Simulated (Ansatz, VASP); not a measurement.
## One calculation of La, two programs

INCAR

```
SYSTEM = La
  PREC = Accurate
  ENCUT = 520
  EDIFF = 1E-6
  ISMEAR = -1
  SIGMA = 0.05
  LREAL = .False.
  LASPH = .True.
  NELM = 60
  ALGO = Normal
  ISIF = 2
  LWAVE = .False.
  LCHARG = .False.
  GGA = PE
  NBANDS = 18
```

Contents of KPOINTS:

```
Automatic mesh
0
Gamma
  11 11 6
  0 0 0
```

POSCAR

```
La
1.0
    3.7313915038      0.0000000000      0.0000000000
   -1.8656957518      3.2314798337      0.0000000000
    0.0000000000      0.0000000000      6.1307000000
La
2
Direct
    0.3333333333      0.6666666667      0.2500000000
    0.6666666667      0.3333333333      0.7500000000
```

Input for Ansatz:

```yaml
crystal:
  lattice:
    - [3.7313915038, 0.0, 0.0]
    - [-1.8656957518, 3.2314798337, 0.0]
    - [0.0, 0.0, 6.1307]
  atoms:
    - { symbol: La, position: [0.3333333333, 0.6666666667, 0.25] }
    - { symbol: La, position: [0.6666666667, 0.3333333333, 0.75] }
kpoints:
  mp_grid: { grid: [11, 11, 6] }
scf:
  occupations: { method: fermi_dirac, width: 0.05 }
hamiltonian:
  xc: pbe
  pseudopotentials: { kind: all_electron, lapw: { basis_error: 0.00025 } }
output:
  forces: true
  stress: true
  eigenvalues: true
```

Change from the starting cell: z stretched by +1 % at fixed volume.

Alike in both runs: task single point; functional PBE; k mesh 11 × 11 × 6; occupations fermi-dirac, width 0.05 eV; no spin polarisation.

|  | VASP | Ansatz |
| --- | --- | --- |
| version | VASP 6.6.1 | Ansatz 0.2.0 |
| potentials or method | VASP PAW PBE potentials, release 64 (La), cutoff 520 eV | all-electron LAPW, scalar-relativistic |

VASP gave:

- pressure (GPa): 0.5
- traceless stress, the component that is largest in VASP (GPa): -0.36

Task: Estimate Ansatz's values.

Result: Pressure (GPa): 0.4; traceless stress, the component that is largest in VASP (GPa): -0.36.

Ansatz ran all-electron here, and VASP with PAW potentials.

Neither program's run includes spin-orbit coupling.
